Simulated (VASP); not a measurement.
# Au (Im-3m) in VASP: a series of runs

Runs on Au. Level: PBEsol. Tasks: single point.

Program: VASP 6.6.1. These are calculated values, not measurements. Logs are shortened: lines on timing, memory, paths and dates and some standing lists are left out, and cuts for length are marked.

### Step 1. The cell of the first run

Symmetry: Im-3m, No. 229, cubic system. The conventional cell has a = 2.946 Å, b = 2.946 Å, c = 2.946 Å, α = 90.00°, β = 90.00°, γ = 90.00°. Within 3.4 Å of Au (site symmetry m-3m) lie 14 Au at 2.55 to 2.95 Å.

### Step 2. Single point, PBEsol (volume scaled by 0.75)

INCAR reads:

```
SYSTEM = Au
PREC     = Accurate       ! precision mode
ENCUT    = 520            ! plane-wave cutoff, eV
EDIFF    = 1E-7           ! SCF threshold, eV
ISMEAR   = -1             ! smearing method
SIGMA    = 0.1            ! smearing width, eV
LREAL    = .False.        ! projectors in reciprocal space
LASPH    = .True.         ! aspherical terms in the spheres
NELM     = 80             ! most SCF steps
ALGO     = Normal         ! electronic algorithm
ISIF     = 2              ! what is computed and relaxed
LWAVE    = .False.        ! write WAVECAR
LCHARG   = .False.        ! write CHGCAR
GGA      = PS             ! functional
NBANDS   = 12             ! bands
```

KPOINTS reads:

```
regular mesh
0
Gamma
  18 18 18
  0 0 0
```

POSCAR reads:

```
Au
1.0
   -1.4730820616      1.4730820616      1.4730820616
    1.4730820616     -1.4730820616      1.4730820616
    1.4730820616      1.4730820616     -1.4730820616
Au
1
Direct
    0.0000000000      0.0000000000      0.0000000000
```

Potentials or basis: VASP PAW PBE potentials, release 64 (Au).

Command:

```bash
cat potpaw_PBE.64/Au/POTCAR > POTCAR
mpirun -np 1 vasp_std > vasp.out
```

OUTCAR:

```text
SYSTEM = Au
   PREC = Accurate
   ENCUT = 520
   EDIFF = 1E-7
   ISMEAR = -1
   LREAL = .False.
   LASPH = .True.
   NELM = 80
   ISIF = 2
   GGA = PS

 ion  position               nearest neighbor table
   1  0.000  0.000  0.000-

  LATTYP: Found a body centered cubic cell.
 ALAT       =     2.9461641232

  Lattice vectors:

 A1 = (  -1.4730820616,   1.4730820616,   1.4730820616)
 A2 = (   1.4730820616,  -1.4730820616,   1.4730820616)
 A3 = (   1.4730820616,   1.4730820616,  -1.4730820616)

Analysis of symmetry for initial positions (statically):
=====================================================================
 Subroutine PRICEL returns:
 Original cell was already a primitive cell.

 Routine SETGRP: Setting up the symmetry group for a
 body centered cubic supercell.

 Subroutine GETGRP returns: Found 48 space group operations
 (whereof 48 operations were pure point group operations)
 out of a pool of 48 trial point group operations.

The static configuration has the point symmetry O_h .

Analysis of symmetry for dynamics (positions and initial velocities):
=====================================================================
 Subroutine PRICEL returns:
 Original cell was already a primitive cell.

 Routine SETGRP: Setting up the symmetry group for a
 body centered cubic supercell.

 Subroutine GETGRP returns: Found 48 space group operations
 (whereof 48 operations were pure point group operations)
 out of a pool of 48 trial point group operations.

The dynamic configuration has the point symmetry O_h .

 Subroutine INISYM returns: Found 48 space group operations
 (whereof 48 operations are pure point group operations),
 and found     1 'primitive' translations

----------------------------------------------------------------------------------------

                                     Primitive cell

  volume of cell :      12.7862

  direct lattice vectors                    reciprocal lattice vectors
    -1.473082062  1.473082062  1.473082062     0.000000000  0.339424403  0.339424403
     1.473082062 -1.473082062  1.473082062     0.339424403  0.000000000  0.339424403
     1.473082062  1.473082062 -1.473082062     0.339424403  0.339424403  0.000000000

  length of vectors
     2.551452974  2.551452974  2.551452974     0.480018595  0.480018595  0.480018595

[... 77 lines left out ...]
   NELM   =     80;   NELMIN=  2; NELMDL= -5     # of ELM steps
   EDIFF  = 0.1E-06   stopping-criterion for ELM
   LREAL  =      F    real-space projection
   EDIFFG = 0.1E-05   stopping-criterion for IOM
   NSW    =      0    number of steps for IOM
   IBRION =     -1    ionic relax: 0-MD 1-quasi-New 2-CG
   NFREE  =      0    steps in history (QN), initial steepest desc. (CG)
   ISIF   =      2    stress and relaxation
   ISYM   =      2    0-nonsym 1-usesym 2-fastsym
   POTIM  = 0.5000    time-step for ionic-motion
   TEBEG  =    0.0;   TEEND  =   0.0 temperature during run
   PSTRESS=    0.0 pullay stress
   NELECT =      11.0000    total number of electrons
   NUPDOWN=      -1.0000    fix difference up-down
   EMIN   =  10.00;   EMAX   =-10.00  energy-range for DOS
   EFERMI =   0.00;   METHOD = LEGACY
   ISMEAR =    -1;   SIGMA  =   0.10  broadening in eV -4-tet -1-fermi 0-gaus
   EFERMI_NEDOS =   21; number of points for ismear=-14 and -15
   IALGO  =     38    algorithm
   IMIX   =      4    mixing-type and parameters
     AMIX     =   0.40;   BMIX     =  1.00
     AMIX_MAG =   1.60;   BMIX_MAG =  1.00
  volume/ion in A,a.u.               =      12.79        86.29
  Fermi-wavevector in a.u.,A,eV,Ry     =   1.557013  2.942327 32.984443  2.424288
  Thomas-Fermi vector in A             =   2.660725
   LORBIT       =      0    0 simple, 1 ext, 2 COOP (PROOUT), +10 PAW based schemes
   GGA     = PS    functional components
   LHFCALC =     F    Hartree Fock is set to
   AEXX    =    0.0000 exact exchange contribution
   IVDW    =     0    specifies the selected vdW correction
   LEPSILON=     F    determine dielectric tensor
   LRPA    =     F    only Hartree local field effects (RPA)
 non-spin polarized calculation
  energy-cutoff  :      520.00
  volume of cell :       12.79
 maximum number of plane-waves:       370
   NGX =  9   NGY =  9   NGZ =  9

 number of electron      11.0000003 magnetization

 Free energy of the ion-electron system (eV)
  ---------------------------------------------------
  ext. energy  EPLUGINS =         0.00000000
  ---------------------------------------------------
  free energy    TOTEN  =        -2.82032713 eV

  energy without entropy =       -2.81457043  energy(sigma->0) =       -2.81744878

 E-fermi :  15.0242     XC(G=0): -14.6439

 val. band max:       15.0112338699   @ k =   0.3889   0.0556   0.0556
 cond. band min:      15.0260662346   @ k =  -0.2778   0.4444   0.1111
 fundamental gap:      0.0148323647
 Fermi energy:        15.0241528928

 k-point     1 :       0.0000    0.0000    0.0000
  band No.  band energies     occupation
      1       1.5291      2.00000
      2       8.0865      2.00000
      3       8.0865      2.00000
      4       8.0865      2.00000
      5      11.1350      2.00000
      6      11.1350      2.00000
      7      30.9976      0.00000
      8      30.9976      0.00000
      9      30.9976      0.00000
     10      43.2490      0.00000
     11      43.2490      0.00000
     12      44.9483      0.00000
[... 331 lines left out ...]
 k-point    24 :       0.3889    0.1111    0.0000
  band No.  band energies     occupation
      1       4.8387      2.00000
      2       6.4769      2.00000
      3      10.1251      2.00000
      4      10.9421      2.00000
      5      12.1150      2.00000
      6      15.2133      0.26206
      7      21.3090      0.00000
      8      27.3705      0.00000
      9      30.3625      0.00000
     10      38.8541      0.00000
     11      40.1797      0.00000
     12      42.4691      0.00000

 [... further k-points ...]
[... 5 lines left out ...]
  --------------------------------------------------------------------------------------
  -------------------------------------------------------------------------------------
  Total        8.9216197      8.9216197      8.9216197     -0.0000000      0.0000000     -0.0000000
  in kB     1117.9270762   1117.9270762   1117.9270762     -0.0000000      0.0000000     -0.0000000
  external PRESSURE =    1117.9270762 kB  Pullay stress =       0.0000000 kB

 VOLUME and BASIS-vectors are now :
 -----------------------------------------------------------------------------
  energy-cutoff  :      520.00
  volume of cell :       12.79
      direct lattice vectors                 reciprocal lattice vectors
    -1.473082062  1.473082062  1.473082062     0.000000000  0.339424403  0.339424403
     1.473082062 -1.473082062  1.473082062     0.339424403  0.000000000  0.339424403
     1.473082062  1.473082062 -1.473082062     0.339424403  0.339424403  0.000000000

 POSITION                                       TOTAL-FORCE (eV/Angst)
 -----------------------------------------------------------------------------------
      0.00000      0.00000      0.00000         0.000000     -0.000000      0.000000
 -----------------------------------------------------------------------------------
    total drift:                                0.000000     -0.000000      0.000000

  FREE ENERGIE OF THE ION-ELECTRON SYSTEM (eV)
  ---------------------------------------------------
  free  energy   TOTEN  =        -2.8203271302 eV

  energy  without entropy=       -2.8145704253  energy(sigma->0) =       -2.81744878
```

OSZICAR:

```text
N       E                     dE             d eps       ncg     rms          rms(c)
DAV:   1     0.529479335059E+02    0.52948E+02   -0.57843E+03  4752   0.851E+02
DAV:   2    -0.241751581905E+01   -0.55365E+02   -0.52957E+02  5620   0.205E+02
DAV:   3    -0.313093484106E+01   -0.71342E+00   -0.71270E+00  5620   0.218E+01
DAV:   4    -0.313293004839E+01   -0.19952E-02   -0.19951E-02  5528   0.131E+00
DAV:   5    -0.313294027262E+01   -0.10224E-04   -0.10224E-04  5680   0.870E-02    0.225E+01
DAV:   6    -0.287921882453E+01    0.25372E+00   -0.40951E-01  5432   0.558E+00    0.132E+01
DAV:   7    -0.282513072279E+01    0.54088E-01   -0.15390E-01  5496   0.337E+00    0.273E+00
DAV:   8    -0.282032035174E+01    0.48104E-02   -0.12091E-02  5148   0.104E+00    0.297E-01
DAV:   9    -0.282032380513E+01   -0.34534E-05   -0.36139E-05  5500   0.599E-02    0.158E-02
DAV:  10    -0.282032697249E+01   -0.31674E-05   -0.16977E-06  5620   0.815E-03    0.758E-03
DAV:  11    -0.282032713529E+01   -0.16280E-06   -0.69354E-08  4704   0.240E-03    0.852E-04
DAV:  12    -0.282032713022E+01    0.50727E-08   -0.29913E-09  2836   0.504E-04
   1 F= -.28203271E+01 E0= -.28174488E+01  d E =-.575670E-02
```

stdout:

```text
POSCAR found type information on POSCAR Au
 POSCAR found :  1 types and       1 ions
 scaLAPACK will be used
 -----------------------------------------------------------------------------
|                                                                             |
|                                                                             |
|     You enforced a specific xc type in the INCAR file but a different       |
|     I HOPE YOU KNOW WHAT YOU ARE DOING!                                     |
|                                                                             |
 -----------------------------------------------------------------------------

 LDA part: xc-table for (Slater+PW92), standard interpolation
 POSCAR, INCAR and KPOINTS ok, starting setup
 FFT: planning ... GRIDC
 FFT: planning ... GRID_SOFT
 FFT: planning ... GRID
 WAVECAR not read
 entering main loop
```

It took 22 s on 1 thread of Intel Xeon Platinum 8488C (Sapphire Rapids), shared host; peak memory 0.14 GiB.

What came out:

- Free energy: -2.8203 eV
- Pressure: 111.8 GPa

Caveat: the PAW data sets were made with another functional, which shifts forces and pressure a little; spin-orbit coupling is left out, which moves the levels of the heavy elements.

### Step 3. Single point, PBEsol (volume scaled by 0.85)

INCAR reads:

```
SYSTEM = Au
PREC     = Accurate       ! precision mode
ENCUT    = 520            ! plane-wave cutoff, eV
EDIFF    = 1E-6           ! SCF threshold, eV
ISMEAR   = -1             ! smearing method
SIGMA    = 0.1            ! smearing width, eV
LREAL    = .FALSE.        ! projectors in reciprocal space
LASPH    = .TRUE.         ! aspherical terms in the spheres
NELM     = 60             ! most SCF steps
ALGO     = Normal         ! electronic algorithm
ISIF     = 2              ! what is computed and relaxed
LWAVE    = .FALSE.        ! write WAVECAR
LCHARG   = .TRUE.         ! write CHGCAR
GGA      = PS             ! functional
LELF     = .TRUE.         ! ELF
LVHAR    = .TRUE.       
NBANDS   = 12             ! bands
```

KPOINTS reads:

```
regular mesh
0
G
  18 18 18
  0 0 0
```

POSCAR reads:

```
Au
1.0
   -1.5358406627      1.5358406627      1.5358406627
    1.5358406627     -1.5358406627      1.5358406627
    1.5358406627      1.5358406627     -1.5358406627
Au
1
Direct
    0.0000000000      0.0000000000      0.0000000000
```

Potentials or basis: VASP PAW PBE potentials, release 64 (Au).

Command:

```bash
cat potpaw_PBE.64/Au/POTCAR > POTCAR
mpirun -np 1 vasp_std > vasp.out
```

OUTCAR:

```text
SYSTEM = Au
   PREC = Accurate
   ENCUT = 520
   EDIFF = 1E-6
   ISMEAR = -1
   LREAL = .FALSE.
   LASPH = .TRUE.
   NELM = 60
   ISIF = 2
   GGA = PS

 ion  position               nearest neighbor table
   1  0.000  0.000  0.000-

  LATTYP: Found a body centered cubic cell.
 ALAT       =     3.0716813254

  Lattice vectors:

 A1 = (  -1.5358406627,   1.5358406627,   1.5358406627)
 A2 = (   1.5358406627,  -1.5358406627,   1.5358406627)
 A3 = (   1.5358406627,   1.5358406627,  -1.5358406627)

Analysis of symmetry for initial positions (statically):
=====================================================================
 Subroutine PRICEL returns:
 Original cell was already a primitive cell.

 Routine SETGRP: Setting up the symmetry group for a
 body centered cubic supercell.

 Subroutine GETGRP returns: Found 48 space group operations
 (whereof 48 operations were pure point group operations)
 out of a pool of 48 trial point group operations.

The static configuration has the point symmetry O_h .

Analysis of symmetry for dynamics (positions and initial velocities):
[... 164 lines left out ...]
  band No.  band energies     occupation
      1       0.4781      2.00000
      2       6.3676      2.00000
      3       6.3676      2.00000
      4       6.3676      2.00000
      5       8.8883      2.00000
      6       8.8883      2.00000
      7      28.6278      0.00000
      8      28.6278      0.00000
      9      28.6278      0.00000
     10      39.1057      0.00000
     11      39.1057      0.00000
     12      39.6997      0.00000
[... 331 lines left out ...]
 k-point    24 :       0.3889    0.1111    0.0000
  band No.  band energies     occupation
      1       3.6477      2.00000
      2       5.0608      2.00000
      3       8.1305      2.00000
      4       8.7160      2.00000
      5       9.6903      2.00000
      6      12.4347      0.36903
      7      17.7042      0.00000
      8      24.5545      0.00000
      9      26.7596      0.00000
     10      35.2411      0.00000
     11      36.3009      0.00000
     12      37.9199      0.00000

 [... further k-points ...]

------------------------ aborting loop because EDIFF is reached ----------------------------------------

  FORCE on cell =-STRESS in cart. coord.  units (eV):
  Direction    XX          YY          ZZ          XY          YZ          ZX
  --------------------------------------------------------------------------------------
  -------------------------------------------------------------------------------------
  Total        4.0122533      4.0122533      4.0122533      0.0000000      0.0000000     -0.0000000
  in kB      443.6090972    443.6090972    443.6090972      0.0000000      0.0000000     -0.0000000
  external PRESSURE =     443.6090972 kB  Pullay stress =       0.0000000 kB

 VOLUME and BASIS-vectors are now :
 -----------------------------------------------------------------------------
  energy-cutoff  :      520.00
  volume of cell :       14.49
      direct lattice vectors                 reciprocal lattice vectors
    -1.535840663  1.535840663  1.535840663     0.000000000  0.325554605  0.325554605
     1.535840663 -1.535840663  1.535840663     0.325554605  0.000000000  0.325554605
     1.535840663  1.535840663 -1.535840663     0.325554605  0.325554605  0.000000000

 POSITION                                       TOTAL-FORCE (eV/Angst)
 -----------------------------------------------------------------------------------
      0.00000      0.00000      0.00000        -0.000000      0.000000     -0.000000
 -----------------------------------------------------------------------------------
    total drift:                                0.000000     -0.000000      0.000000

  FREE ENERGIE OF THE ION-ELECTRON SYSTEM (eV)
  ---------------------------------------------------
  free  energy   TOTEN  =        -3.6124113170 eV

  energy  without entropy=       -3.6062667612  energy(sigma->0) =       -3.60933904
```

OSZICAR:

```text
N       E                     dE             d eps       ncg     rms          rms(c)
DAV:   1     0.505764153056E+02    0.50576E+02   -0.57261E+03  4832   0.832E+02
DAV:   2    -0.322144338409E+01   -0.53798E+02   -0.51142E+02  5600   0.197E+02
DAV:   3    -0.394871057182E+01   -0.72727E+00   -0.72668E+00  5596   0.217E+01
DAV:   4    -0.395084188023E+01   -0.21313E-02   -0.21312E-02  5444   0.136E+00
DAV:   5    -0.395085454826E+01   -0.12668E-04   -0.12669E-04  5580   0.975E-02    0.153E+01
DAV:   6    -0.365550395679E+01    0.29535E+00   -0.63258E-01  5320   0.665E+00    0.904E+00
DAV:   7    -0.361655950977E+01    0.38944E-01   -0.12498E-01  5496   0.292E+00    0.312E+00
DAV:   8    -0.361241905905E+01    0.41405E-02   -0.60106E-03  5140   0.733E-01    0.339E-01
DAV:   9    -0.361240832627E+01    0.10733E-04   -0.21587E-05  5496   0.448E-02    0.118E-02
DAV:  10    -0.361241120518E+01   -0.28789E-05   -0.12660E-06  5340   0.759E-03    0.496E-03
DAV:  11    -0.361241131703E+01   -0.11185E-06   -0.41078E-08  2784   0.175E-03
   1 F= -.36124113E+01 E0= -.36093390E+01  d E =-.614456E-02
```

stdout:

```text
POSCAR found type information on POSCAR Au
 POSCAR found :  1 types and       1 ions
 scaLAPACK will be used
 -----------------------------------------------------------------------------
|                                                                             |
|                                                                             |
|     You enforced a specific xc type in the INCAR file but a different       |
|     I HOPE YOU KNOW WHAT YOU ARE DOING!                                     |
|                                                                             |
 -----------------------------------------------------------------------------

 LDA part: xc-table for (Slater+PW92), standard interpolation
 POSCAR, INCAR and KPOINTS ok, starting setup
 FFT: planning ... GRIDC
 FFT: planning ... GRID_SOFT
 FFT: planning ... GRID
 WAVECAR not read
 entering main loop
```

Run time: 16 s. Hardware: 1 thread of Intel Xeon Platinum 8488C (Sapphire Rapids), shared host; peak memory 0.15 GiB.

What came out:

| Quantity | Value |
| --- | --- |
| Free energy | -3.6124 eV |
| Pressure | 44.4 GPa |

Caveat: the PAW data sets were made with another functional, which shifts forces and pressure a little; spin-orbit coupling is left out, which moves the levels of the heavy elements.
